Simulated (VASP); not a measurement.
Set up this calculation in VASP 6.6.1, as the native input.

```
Task                   : single point
Functional             : PBEsol
Potentials or basis    : VASP PAW PBE potentials, release 64 (W_sv)
Cutoff                 : 500 eV
k mesh                 : 8 × 8 × 8
Occupations            : gaussian, width 0.1 eV
Spin                   : no spin polarisation
Dipole correction      : no
Further INCAR settings : ALGO = Normal; EDIFF = 1e-06; NBANDS = 13
```

The structure of W lies in POSCAR:

```
W
1.0
   -1.5973000000      1.5973000000      1.5973000000
    1.5973000000     -1.5973000000      1.5973000000
    1.5973000000      1.5973000000     -1.5973000000
W
1
Direct
    0.0000000000      0.0000000000      0.0000000000
```

These files were run (other wordings do the same):

INCAR

```
ALGO = Normal
EDIFF = 1E-6
ENCUT = 500
GGA = PS
GGA_COMPAT = False
ISIF = 2
ISMEAR = 0
LASPH = True
LCHARG = False
LREAL = False
LWAVE = False
NBANDS = 13
NELM = 120
PREC = Accurate
SIGMA = 0.1
```

KPOINTS

```
k-points
0
Gamma
  8 8 8
```

Potentials or basis: VASP PAW PBE potentials, release 64 (W_sv).

Launch:

```console
$ cat potpaw_PBE.64/W_sv/POTCAR > POTCAR
$ mpirun -np 1 vasp_std > vasp.out
```

It gave:

The pressure is -10.6 GPa. The band gap on the k mesh is zero (band 7 reaches 15.86 eV, above the bottom of band 8 at 9.69 eV).

Caveat: the PAW data sets were made with another functional, which shifts forces and pressure a little; spin-orbit coupling is left out, which moves the levels of the heavy elements.

It took 7.1 s on 1 thread of Intel Xeon 8259CL, on a shared host, peak memory 0.12 GiB.
